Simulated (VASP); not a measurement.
# Ge (C2/m) in VASP: a series of runs

Ge is run at these levels: LDA; tasks: single point.

All numbers are computed with VASP 6.6.1; they aren't measurements. Logs are shortened: lines on timing, memory, paths and dates and some standing lists are left out, and cuts for length are marked.

## 1. The cell of the first run

Symmetry: C2/m, No. 12, monoclinic system. The conventional cell has a = 5.859 Å, b = 5.149 Å, c = 2.795 Å, α = 90.00°, β = 118.49°, γ = 90.00°. Ge (site symmetry m) has 10 Ge at 2.66 to 3.33 Å within 3.5 Å.

## 2. Single point, LDA

File INCAR:

```
PREC = Accurate
ENCUT = 520
EDIFF = 1E-6
ISMEAR = 1
SIGMA = 0.1
LREAL = False
LASPH = True
NELM = 60
ALGO = Normal
ISIF = 2
LWAVE = False
LCHARG = False
NBANDS = 21
```

File KPOINTS:

```
regular mesh
0
Gamma
  7 7 7
```

File POSCAR:

```
Ge
1.0
   -2.5744897200      2.5744897200      1.3974126400
    2.5744897200     -2.5744897200      1.3974126400
    2.5744897200      2.5744897200     -1.3974126400
Ge
2
Direct
    0.2500000000      0.7500000000      0.5000000000
    0.5019421324      0.5000000000      0.0019421324
```

Potentials or basis: VASP PAW LDA potentials, release 64 (Ge_d).

Run with:

```sh
> cat potpaw_LDA.64/Ge_d/POTCAR > POTCAR
> mpirun -np 1 vasp_std > vasp.out
```

OUTCAR:

```text
PREC = Accurate
   ENCUT = 520
   EDIFF = 1E-6
   ISMEAR = 1
   LREAL = False
   LASPH = True
   NELM = 60
   ISIF = 2

 ion  position               nearest neighbor table
   1  0.250  0.750  0.500-   2 2.66   2 2.67   2 2.67   2 2.68
   2  0.502  0.500  0.002-   1 2.66   1 2.67   1 2.67   1 2.68

  LATTYP: Found a body centered tetragonal cell.
 ALAT       =     5.1489794400
 C/A-ratio  =     0.5427920839

  Lattice vectors:

 A1 = (  -2.5744897200,   2.5744897200,   1.3974126400)
 A2 = (   2.5744897200,  -2.5744897200,   1.3974126400)
 A3 = (   2.5744897200,   2.5744897200,  -1.3974126400)

Analysis of symmetry for initial positions (statically):
=====================================================================
 Subroutine PRICEL returns:
 Original cell was already a primitive cell.

 Routine SETGRP: Setting up the symmetry group for a
 body centered tetragonal supercell.

 Subroutine GETGRP returns: Found  4 space group operations
 (whereof  2 operations were pure point group operations)
 out of a pool of 16 trial point group operations.

The static configuration has the point symmetry C_1h.
 The point group associated with its full space group is C_2h.

Analysis of symmetry for dynamics (positions and initial velocities):
=====================================================================
 Subroutine PRICEL returns:
 Original cell was already a primitive cell.

 Routine SETGRP: Setting up the symmetry group for a
 body centered tetragonal supercell.

 Subroutine GETGRP returns: Found  4 space group operations
 (whereof  2 operations were pure point group operations)
 out of a pool of 16 trial point group operations.

The dynamic configuration has the point symmetry C_1h.
 The point group associated with its full space group is C_2h.

 Subroutine INISYM returns: Found  4 space group operations
 (whereof  2 operations are pure point group operations),
 and found     1 'primitive' translations

----------------------------------------------------------------------------------------

                                     Primitive cell

  volume of cell :      37.0482

  direct lattice vectors                    reciprocal lattice vectors
    -2.574489720  2.574489720  1.397412640     0.000000000  0.194213244  0.357804120
     2.574489720 -2.574489720  1.397412640     0.194213244  0.000000000  0.357804120
     2.574489720  2.574489720 -1.397412640     0.194213244  0.194213244  0.000000000

  length of vectors
     3.899840602  3.899840602  3.899840602     0.407114938  0.407114938  0.274659004

  position of ions in fractional coordinates (direct lattice)
     0.250000000  0.750000000  0.500000000
     0.501942132  0.500000000  0.001942132

  ion indices of the primitive-cell ions
   primitive index   ion index
                 1           1
                 2           2

----------------------------------------------------------------------------------------

 KPOINTS: regular mesh

Automatic generation of k-mesh.
 Grid dimensions read from file:
 generate k-points for:    7    7    7

 Generating k-lattice:

  Cartesian coordinates                     Fractional coordinates (reciprocal lattice)
     0.000000000  0.027744749  0.051114874     0.142857143  0.000000000  0.000000000
     0.027744749  0.000000000  0.051114874     0.000000000  0.142857143  0.000000000
     0.027744749  0.027744749  0.000000000     0.000000000  0.000000000  0.142857143

  Length of vectors
     0.058159277  0.058159277  0.039237001

  Shift w.r.t. Gamma in fractional coordinates (k-lattice)
     0.000000000  0.000000000  0.000000000

 Subroutine IBZKPT returns following result:
 ===========================================

 Found    100 irreducible k-points:

 Following reciprocal coordinates:
            Coordinates               Weight
  0.000000  0.000000  0.000000      1.000000
  0.142857 -0.000000  0.000000      2.000000
  0.142857 -0.000000 -0.142857      4.000000
 -0.000000  0.142857 -0.142857      2.000000
  0.285714 -0.000000  0.000000      2.000000
  0.285714 -0.000000 -0.285714      4.000000
[... 16 lines left out ...]
  0.142857 -0.428571  0.285714      4.000000
  0.000000 -0.285714 -0.142857      4.000000
 [... further k-points ...]
   k-points           NKPTS =    100   k-points in BZ     NKDIM =    100   number of bands    NBANDS=     21
   number of dos      NEDOS =    301   number of ions     NIONS =      2
   total plane-waves  NPLWV =  27000
   dimension x,y,z NGX =    30 NGY =   30 NGZ =   30
   dimension x,y,z NGXF=    60 NGYF=   60 NGZF=   60
   ions per type =               2
   NGX,Y,Z   is equivalent  to a cutoff of  12.79, 12.79, 12.79 a.u.
   NGXF,Y,Z  is equivalent  to a cutoff of  25.58, 25.58, 25.58 a.u.
 SYSTEM =  unknown system
   PREC   = accura    normal or accurate (medium, high low for compatibility)
   ISTART =      0    job   : 0-new  1-cont  2-samecut
   ICHARG =      2    charge: 1-file 2-atom 10-const
   ISPIN  =      1    spin polarized calculation?
   LNONCOLLINEAR =      F non collinear calculations
   LSORBIT =      F    spin-orbit coupling
   LASPH  =      T    aspherical Exc in radial PAW
   ENCUT  =  520.0 eV  38.22 Ry    6.18 a.u.   7.25  7.25  7.25*2*pi/ulx,y,z
   NELM   =     60;   NELMIN=  2; NELMDL= -5     # of ELM steps
   EDIFF  = 0.1E-05   stopping-criterion for ELM
   LREAL  =      F    real-space projection
   EDIFFG = 0.1E-04   stopping-criterion for IOM
   NSW    =      0    number of steps for IOM
   IBRION =     -1    ionic relax: 0-MD 1-quasi-New 2-CG
   NFREE  =      0    steps in history (QN), initial steepest desc. (CG)
   ISIF   =      2    stress and relaxation
   ISYM   =      2    0-nonsym 1-usesym 2-fastsym
   POTIM  = 0.5000    time-step for ionic-motion
   TEBEG  =    0.0;   TEEND  =   0.0 temperature during run
   PSTRESS=    0.0 pullay stress
   NELECT =      28.0000    total number of electrons
   NUPDOWN=      -1.0000    fix difference up-down
   EMIN   =  10.00;   EMAX   =-10.00  energy-range for DOS
   EFERMI =   0.00;   METHOD = LEGACY
   ISMEAR =     1;   SIGMA  =   0.10  broadening in eV -4-tet -1-fermi 0-gaus
   EFERMI_NEDOS =   21; number of points for ismear=-14 and -15
   IALGO  =     38    algorithm
   IMIX   =      4    mixing-type and parameters
     AMIX     =   0.40;   BMIX     =  1.00
     AMIX_MAG =   1.60;   BMIX_MAG =  1.00
  volume/ion in A,a.u.               =      18.52       125.01
  Fermi-wavevector in a.u.,A,eV,Ry     =   1.491209  2.817976 30.255333  2.223704
  Thomas-Fermi vector in A             =   2.603893
   LORBIT       =      0    0 simple, 1 ext, 2 COOP (PROOUT), +10 PAW based schemes
   GGA     = CA    functional components
   LHFCALC =     F    Hartree Fock is set to
   AEXX    =    0.0000 exact exchange contribution
   IVDW    =     0    specifies the selected vdW correction
   LEPSILON=     F    determine dielectric tensor
   LRPA    =     F    only Hartree local field effects (RPA)
 non-spin polarized calculation
 Methfessel and Paxton  Order N= 1 SIGMA  =   0.10
  energy-cutoff  :      520.00
  volume of cell :       37.05
 maximum number of plane-waves:      1013
 NGX is ok and might be reduce to    30
   NGX = 15   NGY = 15   NGZ = 15

 number of electron      28.0000025 magnetization

 Free energy of the ion-electron system (eV)
  ---------------------------------------------------
  ext. energy  EPLUGINS =         0.00000000
  ---------------------------------------------------
  free energy    TOTEN  =       -10.05460380 eV

  energy without entropy =      -10.05359634  energy(sigma->0) =      -10.05426798

 E-fermi :   6.4773     XC(G=0): -11.6071

 val. band max:        6.4242236918   @ k =  -0.2857   0.2857   0.0000
 cond. band min:       6.5055508329   @ k =   0.1429   0.1429  -0.2857
 fundamental gap:      0.0813271410
 Fermi energy:         6.4772570487

 k-point     1 :       0.0000    0.0000    0.0000
  band No.  band energies     occupation
      1     -18.3225      2.00000
      2     -18.2753      2.00000
      3     -18.2461      2.00000
      4     -18.2428      2.00000
      5     -18.1379      2.00000
      6     -18.1379      2.00000
[... 13 lines left out ...]
     20      18.1454      0.00000
     21      19.1341      0.00000

 k-point     2 :       0.1429   -0.0000    0.0000
  band No.  band energies     occupation
      1     -18.3142      2.00000
      2     -18.2498      2.00000
      3     -18.2360      2.00000
      4     -18.2135      2.00000
      5     -18.1558      2.00000
      6     -18.1501      2.00000
[... 13 lines left out ...]
     20      17.1449      0.00000
     21      17.6594      0.00000

 k-point     3 :       0.1429   -0.0000   -0.1429
  band No.  band energies     occupation
      1     -18.3143      2.00000
      2     -18.2499      2.00000
      3     -18.2361      2.00000
      4     -18.2134      2.00000
      5     -18.1558      2.00000
      6     -18.1499      2.00000
[... 13 lines left out ...]
     20      17.1460      0.00000
     21      17.6590      0.00000

 k-point     4 :      -0.0000    0.1429   -0.1429
  band No.  band energies     occupation
      1     -18.3144      2.00000
      2     -18.2500      2.00000
      3     -18.2361      2.00000
      4     -18.2133      2.00000
      5     -18.1559      2.00000
      6     -18.1496      2.00000
[... 13 lines left out ...]
     20      17.1477      0.00000
     21      17.6580      0.00000

 k-point     5 :       0.2857   -0.0000    0.0000
  band No.  band energies     occupation
      1     -18.2939      2.00000
      2     -18.2166      2.00000
      3     -18.2118      2.00000
      4     -18.1941      2.00000
      5     -18.1821      2.00000
      6     -18.1532      2.00000
[... 13 lines left out ...]
     20      15.0337      0.00000
     21      17.5778      0.00000
[... 382 lines left out ...]
     20      16.8762      0.00000
     21      16.9652      0.00000

 k-point    22 :      -0.2857    0.0000    0.4286
  band No.  band energies     occupation
      1     -18.2775      2.00000
      2     -18.2221      2.00000
      3     -18.2150      2.00000
      4     -18.1991      2.00000
      5     -18.1696      2.00000
      6     -18.1613      2.00000
[... 13 lines left out ...]
     20      16.8882      0.00000
     21      16.9604      0.00000

 k-point    23 :       0.1429   -0.4286    0.2857
  band No.  band energies     occupation
      1     -18.2779      2.00000
      2     -18.2219      2.00000
      3     -18.2146      2.00000
      4     -18.1995      2.00000
      5     -18.1711      2.00000
      6     -18.1602      2.00000
[... 13 lines left out ...]
     20      16.8894      0.00000
     21      16.9369      0.00000

 k-point    24 :       0.0000   -0.2857   -0.1429
  band No.  band energies     occupation
      1     -18.2772      2.00000
      2     -18.2218      2.00000
      3     -18.2149      2.00000
      4     -18.2000      2.00000
      5     -18.1715      2.00000
      6     -18.1586      2.00000
[... 13 lines left out ...]
     20      16.8761      0.00000
     21      16.9429      0.00000

 [... further k-points ...]

------------------------ aborting loop because EDIFF is reached ----------------------------------------

  FORCE on cell =-STRESS in cart. coord.  units (eV):
  Direction    XX          YY          ZZ          XY          YZ          ZX
  --------------------------------------------------------------------------------------
  -------------------------------------------------------------------------------------
  Total       -0.7960932     -0.7922704     -0.4191751      0.0000000      0.0266370      0.0000000
  in kB      -34.4276623    -34.2623420    -18.1275480      0.0000000      1.1519396      0.0000000
  external PRESSURE =     -28.9391841 kB  Pullay stress =       0.0000000 kB

 VOLUME and BASIS-vectors are now :
 -----------------------------------------------------------------------------
  energy-cutoff  :      520.00
  volume of cell :       37.05
      direct lattice vectors                 reciprocal lattice vectors
    -2.574489720  2.574489720  1.397412640     0.000000000  0.194213244  0.357804120
     2.574489720 -2.574489720  1.397412640     0.194213244  0.000000000  0.357804120
     2.574489720  2.574489720 -1.397412640     0.194213244  0.194213244  0.000000000

 POSITION                                       TOTAL-FORCE (eV/Angst)
 -----------------------------------------------------------------------------------
      2.57449      0.00000      0.69871         0.000000      0.024016      0.000368
     -0.00000      0.01000      1.39741        -0.000000     -0.024016     -0.000368
 -----------------------------------------------------------------------------------
    total drift:                               -0.000001     -0.000043      0.000000

  FREE ENERGIE OF THE ION-ELECTRON SYSTEM (eV)
  ---------------------------------------------------
  free  energy   TOTEN  =       -10.0546038047 eV

  energy  without entropy=      -10.0535963379  energy(sigma->0) =      -10.05426798
```

Wall time 98 s (1 thread of Intel Xeon 8259CL, shared host); peak memory 0.19 GiB.

What came out:

```yaml
Free_energy: -10.0546 eV
Pressure: -2.9 GPa
Largest_force: 0.024 eV/Å
Band_gap_on_the_k_mesh: zero (bands 14 and 15 overlap by 4.17 eV)
```

Forces in eV/Å, atoms in the order of the input:
```
Ge   0.000  0.024  0.000
Ge   0.000 -0.024  0.000
```

Stress tensor (GPa, compression positive):
```
-3.44  0.00  0.00
 0.00 -3.43  0.12
 0.00  0.12 -1.81
```

Caveat: the k points lie up to 0.37 Å⁻¹ apart, too coarse for converged energies and pressures of a metal.

## 3. Single point, LDA

File INCAR:

```
  ALGO = Normal
  EDIFF = 1E-6
  ENCUT = 520
  ISIF = 2
  ISMEAR = 1
  LASPH = T
  LCHARG = T
  LELF = T
  LREAL = F
  LVHAR = T
  LWAVE = F
  NBANDS = 21
  NELM = 80
  PREC = Accurate
  SIGMA = 0.1
```

File KPOINTS:

```
k-points
0
Gamma
  7 7 7
```

POSCAR, as its differences from that of step 2:

```diff
@@ -9,2 +9,2 @@
     0.2500000000      0.7500000000      0.5000000000
-    0.5019421324      0.5000000000      0.0019421324
+    0.5038842649      0.5000000000      0.0038842649
```

Potentials or basis: VASP PAW LDA potentials, release 64 (Ge_d).

Run with:

```sh
> cat potpaw_LDA.64/Ge_d/POTCAR > POTCAR
> mpirun -np 1 vasp_std > vasp.out
```

OUTCAR:

```text
EDIFF = 1E-6
   ENCUT = 520
   ISIF = 2
   ISMEAR = 1
   LASPH = T
   LREAL = F
   NELM = 80
   PREC = Accurate

 ion  position               nearest neighbor table
   1  0.250  0.750  0.500-   2 2.65   2 2.67   2 2.67   2 2.69
   2  0.504  0.500  0.004-   1 2.65   1 2.67   1 2.67   1 2.69

  LATTYP: Found a body centered tetragonal cell.
 ALAT       =     5.1489794400
 C/A-ratio  =     0.5427920839

  Lattice vectors:

 A1 = (  -2.5744897200,   2.5744897200,   1.3974126400)
[... 764 lines left out ...]

------------------------ aborting loop because EDIFF is reached ----------------------------------------

  FORCE on cell =-STRESS in cart. coord.  units (eV):
  Direction    XX          YY          ZZ          XY          YZ          ZX
  --------------------------------------------------------------------------------------
  -------------------------------------------------------------------------------------
  Total       -0.8008160     -0.7854537     -0.4232039      0.0000000      0.0500020      0.0000000
  in kB      -34.6319000    -33.9675485    -18.3017758      0.0000000      2.1623758      0.0000000
  external PRESSURE =     -28.9670748 kB  Pullay stress =       0.0000000 kB

 VOLUME and BASIS-vectors are now :
 -----------------------------------------------------------------------------
  energy-cutoff  :      520.00
  volume of cell :       37.05
      direct lattice vectors                 reciprocal lattice vectors
    -2.574489720  2.574489720  1.397412640     0.000000000  0.194213244  0.357804120
     2.574489720 -2.574489720  1.397412640     0.194213244  0.000000000  0.357804120
     2.574489720  2.574489720 -1.397412640     0.194213244  0.194213244  0.000000000

 POSITION                                       TOTAL-FORCE (eV/Angst)
 -----------------------------------------------------------------------------------
      2.57449      0.00000      0.69871         0.000000      0.047744      0.001464
     -0.00000      0.02000      1.39741        -0.000000     -0.047744     -0.001464
 -----------------------------------------------------------------------------------
    total drift:                               -0.000001     -0.000061      0.000001

  FREE ENERGIE OF THE ION-ELECTRON SYSTEM (eV)
  ---------------------------------------------------
  free  energy   TOTEN  =       -10.0542381949 eV

  energy  without entropy=      -10.0531952229  energy(sigma->0) =      -10.05389054
```

Wall time 1.8 min (1 thread of Intel Xeon 8259CL, shared host); peak memory 0.19 GiB.

Results:

```
Free energy            : -10.0542 eV
Pressure               : -2.9 GPa
Largest force          : 0.048 eV/Å
Band gap on the k mesh : zero (bands 14 and 15 overlap by 4.17 eV)
```

Forces on the atoms (eV/Å):
```
Ge   0.000  0.048  0.001
Ge   0.000 -0.048 -0.001
```

Caveat: the k points lie up to 0.37 Å⁻¹ apart, too coarse for converged energies and pressures of a metal.
